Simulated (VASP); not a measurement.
# SnH2Br2 (P1) in VASP: single point with PBE

Aim: the single point of SnH2Br2 with PBE.

All numbers are computed with VASP 6.6.1; they aren't measurements. Logs are shortened: lines on timing, memory, paths and dates and some standing lists are left out, and cuts for length are marked.

### Step 1. The cell of the first run

The typed cell holds 10 atoms: a = 4.376 Å, b = 7.914 Å, c = 9.652 Å, α = 89.06°, β = 91.35°, γ = 89.97°.

### Step 2. Single point, PBE

Contents of INCAR:

```
SYSTEM = SnH2Br2
PREC = Accurate
ENCUT = 520
EDIFF = 1E-6
ISMEAR = 0
SIGMA = 0.1
LREAL = .FALSE.
LASPH = .TRUE.
NELM = 60
ALGO = Normal
ISIF = 2
LWAVE = .FALSE.
LCHARG = .FALSE.
GGA = PE
NBANDS = 41
```

Contents of KPOINTS:

```
regular mesh
0
G
  4 2 2
  0 0 0
```

Contents of POSCAR:

```
SnH2Br2
1.0
    2.1863408776     -3.7899762967      0.0515012362
   -6.8523821360     -3.9586216338     -0.0624595577
   -0.1280180286      0.0567059841     -9.6512139422
Sn H Br
2 4 4
Direct
    0.4960054379      0.5017950358      1.0055384706
    0.9953345605      0.9835370089      0.9937094256
    0.9365948532      1.0480361624      0.5332667633
    0.5760410943      0.4732413729      0.4997565257
    0.4476203676      0.5232111413      0.4661289473
    1.0674748834      0.0007633030      0.5030157063
    0.4863843338      0.7890522694      0.8273268366
    0.9868393932      0.3626373030      0.8381336031
    0.0044748359      0.6955904783      0.1722712287
    0.5032302402      0.1221359250      0.1608524926
```

Potentials or basis: VASP PAW PBE potentials, release 64 (Sn_d, H, Br).

Command:

```console
$ cat potpaw_PBE.64/Sn_d/POTCAR potpaw_PBE.64/H/POTCAR potpaw_PBE.64/Br/POTCAR > POTCAR
$ mpirun -np 1 vasp_std > vasp.out
```

OUTCAR:

```text
SYSTEM = SnH2Br2
   PREC = Accurate
   ENCUT = 520
   EDIFF = 1E-6
   ISMEAR = 0
   LREAL = .FALSE.
   LASPH = .TRUE.
   NELM = 60
   ISIF = 2
   GGA = PE

 ion  position               nearest neighbor table
   1  0.496  0.502  0.006-   7 2.83   8 2.94   8 2.95   9 3.13   9 3.13
   2  0.995  0.984  0.994-   9 2.83  10 2.94  10 2.94   7 3.13   7 3.13
   3  0.937  0.048  0.533-   6 0.75
   4  0.576  0.473  0.500-   5 0.75
   5  0.448  0.523  0.466-   4 0.75
   6  0.067  0.001  0.503-   3 0.75
   7  0.486  0.789  0.827-   1 2.83   2 3.13   2 3.13
   8  0.987  0.363  0.838-   1 2.94   1 2.95
   9  0.004  0.696  0.172-   2 2.83   1 3.13   1 3.13
  10  0.503  0.122  0.161-   2 2.94   2 2.94

  LATTYP: Found a triclinic cell.
 ALAT       =    10.5037366787
 B/A-ratio  =     0.4165840877
 C/A-ratio  =     0.7534361170
 COS(alpha) =     0.0005262172
 COS(beta)  =     0.0153236282
 COS(gamma) =     0.3950037724

  Lattice vectors:

 A1 = (   2.0583228490,  -3.7332703126,  -9.5997127060)
 A2 = (   2.1863408776,  -3.7899762967,   0.0515012362)
 A3 = (  -6.8523821360,  -3.9586216338,  -0.0624595577)

Analysis of symmetry for initial positions (statically):
=====================================================================
 Subroutine PRICEL returns:
 Original cell was already a primitive cell.

 Routine SETGRP: Setting up the symmetry group for a
 triclinic supercell.

 Subroutine GETGRP returns: Found  1 space group operations
 (whereof  1 operations were pure point group operations)
 out of a pool of  2 trial point group operations.

The static configuration has the point symmetry C_1 .

Analysis of symmetry for dynamics (positions and initial velocities):
=====================================================================
 Subroutine PRICEL returns:
 Original cell was already a primitive cell.

 Routine SETGRP: Setting up the symmetry group for a
 triclinic supercell.

 Subroutine GETGRP returns: Found  1 space group operations
 (whereof  1 operations were pure point group operations)
 out of a pool of  2 trial point group operations.

The dynamic configuration has the point symmetry C_1 .

 Subroutine INISYM returns: Found  1 space group operations
 (whereof  1 operations are pure point group operations),
 and found     1 'primitive' translations

[... 104 lines left out ...]
   ISYM   =      2    0-nonsym 1-usesym 2-fastsym
   POTIM  = 0.5000    time-step for ionic-motion
   TEBEG  =    0.0;   TEEND  =   0.0 temperature during run
   PSTRESS=    0.0 pullay stress
   NELECT =      60.0000    total number of electrons
   NUPDOWN=      -1.0000    fix difference up-down
   EMIN   =  10.00;   EMAX   =-10.00  energy-range for DOS
   EFERMI =   0.00;   METHOD = LEGACY
   ISMEAR =     0;   SIGMA  =   0.10  broadening in eV -4-tet -1-fermi 0-gaus
   EFERMI_NEDOS =   21; number of points for ismear=-14 and -15
   IALGO  =     38    algorithm
   IMIX   =      4    mixing-type and parameters
     AMIX     =   0.40;   BMIX     =  1.00
     AMIX_MAG =   1.60;   BMIX_MAG =  1.00
  volume/ion in A,a.u.               =      33.41       225.47
  Fermi-wavevector in a.u.,A,eV,Ry     =   0.923627  1.745402 11.606953  0.853087
  Thomas-Fermi vector in A             =   2.049284
   LORBIT       =      0    0 simple, 1 ext, 2 COOP (PROOUT), +10 PAW based schemes
   GGA     = PE    functional components
   LHFCALC =     F    Hartree Fock is set to
   AEXX    =    0.0000 exact exchange contribution
   IVDW    =     0    specifies the selected vdW correction
   LEPSILON=     F    determine dielectric tensor
   LRPA    =     F    only Hartree local field effects (RPA)
 non-spin polarized calculation
 Gauss-broadening in eV      SIGMA  =   0.10
  energy-cutoff  :      520.00
  volume of cell :      334.11
 maximum number of plane-waves:      9016
 NGX is ok and might be reduce to    36
   NGX = 17   NGY = 29   NGZ = 35

 number of electron      60.0000006 magnetization

 Free energy of the ion-electron system (eV)
  ---------------------------------------------------
  ext. energy  EPLUGINS =         0.00000000
  ---------------------------------------------------
  free energy    TOTEN  =       -32.53385044 eV

  energy without entropy =      -32.53385044  energy(sigma->0) =      -32.53385044

 E-fermi :  -1.0457     XC(G=0):  -6.3697

 val. band max:       -1.4865329011   @ k =  -0.0000   0.5000   0.5000
 cond. band min:       0.7964712912   @ k =   0.0000   0.0000   0.0000
 fundamental gap:      2.2830041923
 Fermi energy:        -1.0456922246

 k-point     1 :       0.0000    0.0000    0.0000
  band No.  band energies     occupation
      1     -22.0988      2.00000
      2     -22.0967      2.00000
      3     -22.0940      2.00000
      4     -22.0932      2.00000
      5     -22.0904      2.00000
      6     -22.0879      2.00000
[... 517 lines left out ...]
     40       5.2590      0.00000
     41       6.5640      0.00000

------------------------ aborting loop because EDIFF is reached ----------------------------------------

  FORCE on cell =-STRESS in cart. coord.  units (eV):
  Direction    XX          YY          ZZ          XY          YZ          ZX
  --------------------------------------------------------------------------------------
  -------------------------------------------------------------------------------------
  Total       -0.0570454     -0.0522187     -0.1029415      0.0190499     -0.0124826      0.0017809
  in kB       -0.2735554     -0.2504097     -0.4936455      0.0913520     -0.0598592      0.0085403
  external PRESSURE =      -0.3392035 kB  Pullay stress =       0.0000000 kB

 VOLUME and BASIS-vectors are now :
 -----------------------------------------------------------------------------
  energy-cutoff  :      520.00
  volume of cell :      334.11
      direct lattice vectors                 reciprocal lattice vectors
     2.186340878 -3.789976297  0.051501236     0.114361657 -0.197917979 -0.002679817
    -6.852382136 -3.958621634 -0.062459558    -0.109470727 -0.063136186  0.001081110
    -0.128018029  0.056705984 -9.651213942     0.001318721 -0.000647542 -0.103635205

 POSITION                                       TOTAL-FORCE (eV/Angst)
 -----------------------------------------------------------------------------------
     -2.35476     -3.86595     -0.05925         0.008211      0.005631     -0.010040
     -4.69064     -7.60940     -9.60067        -0.003398     -0.002934      0.008555
      1.65029     -3.70959     -5.10144         0.018588     -0.013442      0.014176
     -2.04739     -4.02823     -4.82315        -0.019256      0.010372      0.012386
     -2.66626     -3.74123     -4.50834         0.020778     -0.008986     -0.011488
      0.07790     -0.23023     -4.85128        -0.020466      0.011470     -0.014082
     -4.44940     -4.92003     -8.00894        -0.006421     -0.003577      0.007146
     -0.43466     -5.12811     -8.06083         0.004997      0.001899      0.003810
     -4.77872     -2.76077     -1.70584         0.000671      0.001304     -0.004746
      0.24272     -2.38160     -1.53413        -0.003703     -0.001736     -0.005717
 -----------------------------------------------------------------------------------
    total drift:                               -0.000098      0.000699     -0.000745

  FREE ENERGIE OF THE ION-ELECTRON SYSTEM (eV)
  ---------------------------------------------------
  free  energy   TOTEN  =       -32.5338504357 eV

  energy  without entropy=      -32.5338504357  energy(sigma->0) =      -32.53385044
```

stdout:

```text
POSCAR found type information on POSCAR SnH Br
 POSCAR found :  3 types and      10 ions
 scaLAPACK will be used
 LDA part: xc-table for (Slater+PW92), standard interpolation
 POSCAR, INCAR and KPOINTS ok, starting setup
 FFT: planning ... GRIDC
 FFT: planning ... GRID_SOFT
 FFT: planning ... GRID
 WAVECAR not read
 entering main loop
```

It took 100 s on 1 thread of Intel Xeon 6975P-C (Granite Rapids), shared host; peak memory 0.46 GiB.

Results:

```yaml
Free_energy: -32.5339 eV
Pressure: 0.0 GPa
Largest_force: 0.027 eV/Å
Band_gap_on_the_k_mesh: 2.28 eV (least direct gap 2.62 eV)
```

Forces in eV/Å, atoms in the order of the input:
```
Sn   0.008  0.006 -0.010
Sn  -0.003 -0.003  0.009
H    0.019 -0.013  0.014
H   -0.019  0.010  0.012
H    0.021 -0.009 -0.011
H   -0.020  0.011 -0.014
Br  -0.006 -0.004  0.007
Br   0.005  0.002  0.004
Br   0.001  0.001 -0.005
Br  -0.004 -0.002 -0.006
```

Levels at points of the mesh, in eV from the valence-band top:
| k point | band 26 | band 27 | band 28 | band 29 | band 30 | band 31 | band 32 | band 33 | band 34 | band 35 |
| --- | --- | --- | --- | --- | --- | --- | --- | --- | --- | --- |
| (0.00, 0.00, 0.00) | -1.36 | -1.23 | -1.12 | -0.54 | -0.34 | 2.28 | 3.23 | 3.60 | 3.75 | 4.45 |
| (0.50, 0.00, 0.00) | -1.55 | -1.29 | -1.28 | -0.09 | -0.09 | 3.88 | 3.89 | 3.90 | 3.92 | 4.47 |
| (0.00, 0.50, 0.00) | -1.28 | -1.22 | -1.17 | -0.24 | 0.00 | 2.86 | 3.09 | 3.72 | 4.00 | 4.09 |
| (0.50, 0.50, 0.00) | -1.37 | -1.27 | -1.27 | -0.51 | -0.50 | 3.18 | 3.21 | 4.34 | 4.35 | 4.68 |
| (0.00, 0.00, 0.50) | -1.36 | -1.23 | -1.13 | -0.58 | -0.34 | 2.31 | 3.28 | 3.60 | 3.75 | 4.45 |
| (0.50, 0.00, 0.50) | -1.55 | -1.29 | -1.28 | -0.10 | -0.09 | 3.87 | 3.88 | 3.89 | 3.91 | 4.45 |
| (0.00, 0.50, 0.50) | -1.28 | -1.22 | -1.17 | -0.24 | 0.00 | 2.88 | 3.11 | 3.70 | 4.02 | 4.09 |
| (0.50, 0.50, 0.50) | -1.37 | -1.28 | -1.28 | -0.52 | -0.51 | 3.23 | 3.25 | 4.33 | 4.34 | 4.66 |

Caveat: spin-orbit coupling is left out, which moves the levels of the heavy elements. A k mesh can miss the band edges.
